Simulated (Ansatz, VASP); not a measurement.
One calculation of BN, two programs

The input INCAR:

```
SYSTEM = BN
  PREC = Accurate
  ENCUT = 520
  EDIFF = 1E-6
  ISMEAR = -1
  SIGMA = 0.01
  LREAL = .False.
  LASPH = .True.
  NELM = 80
  ALGO = Normal
  ISIF = 2
  LWAVE = .False.
  LCHARG = .False.
  GGA = PE
  NBANDS = 36
```

The input KPOINTS:

```
Automatic mesh
0
Gamma
  3 3 2
  0 0 0
```

The input POSCAR:

```
BN
1.0
    3.7325156433      2.1549689100      0.0000000000
   -3.7325156433      2.1549689100      0.0000000000
    0.0000000000      0.0000000000      6.4954828750
B N
6 6
Direct
    0.0000000000      0.6666666667      0.2500000000
    0.3333333333      0.3333333333      0.2500000000
    0.6666666667      0.0000000000      0.2500000000
    0.0000000000      0.3333333333      0.7500000000
    0.3333333333      0.0000000000      0.7500000000
    0.6666666667      0.6666666667      0.7500000000
    0.0000000000      0.6666666667      0.7500000000
    0.3333333333      0.3333333333      0.7500000000
    0.6666666667      0.0000000000      0.7500000000
    0.0000000000      0.3333333333      0.2500000000
    0.3333333333      0.0000000000      0.2500000000
    0.6666666667      0.6666666667      0.2500000000
```

Input for Ansatz:

```yaml
crystal:
  lattice:
    - [3.732515643333, 2.15496891, 0.0]
    - [-3.732515643333, 2.15496891, 0.0]
    - [0.0, 0.0, 6.495482875]
  atoms:
    - { symbol: B, position: [0.0, 0.6666666666667, 0.25] }
    - { symbol: B, position: [0.3333333333333, 0.3333333333333, 0.25] }
    - { symbol: B, position: [0.6666666666667, 0.0, 0.25] }
    - { symbol: B, position: [0.0, 0.3333333333333, 0.75] }
    - { symbol: B, position: [0.3333333333333, 0.0, 0.75] }
    - { symbol: B, position: [0.6666666666667, 0.6666666666667, 0.75] }
    - { symbol: "N", position: [0.0, 0.6666666666667, 0.75] }
    - { symbol: "N", position: [0.3333333333333, 0.3333333333333, 0.75] }
    - { symbol: "N", position: [0.6666666666667, 0.0, 0.75] }
    - { symbol: "N", position: [0.0, 0.3333333333333, 0.25] }
    - { symbol: "N", position: [0.3333333333333, 0.0, 0.25] }
    - { symbol: "N", position: [0.6666666666667, 0.6666666666667, 0.25] }
basis:
  ecutwfc: 420.0
  ecutrho_ratio: 4
  xc_grid: 2
  fft_grid_basis: typed
  precision: f64
kpoints:
  mp_grid: { grid: [3, 3, 2] }
hamiltonian:
  pseudopotentials: { kind: paw, azcp: { folder: soft_1 } }
scf:
  max_iter: 80
  self_checks: high
  occupations: { method: fermi_dirac, width: 0.01 }
output:
  forces: true
checkpoint:
  write: "../host.point.run"
  compress: false
  write_wavefunctions: true
  write_every: 100000
```

Alike in both runs: task single point; functional PBE; k mesh 3 × 3 × 2; occupations fermi-dirac, width 0.01 eV; no spin polarisation.

|  | VASP | Ansatz |
| --- | --- | --- |
| version | VASP 6.6.1 | Ansatz 0.2.0 |
| potentials or method | VASP PAW PBE potentials, release 64 (B, N), cutoff 520 eV | plane-wave PAW DFT |
| valence electrons in the cell | 48 | 48 |

```tsv
	VASP	Ansatz	Ansatz less VASP
gap on the k mesh at the Fermi level (eV)	4.40	4.40	+0.002
```

The k mesh is coarse, so the values compare programs but aren't converged.
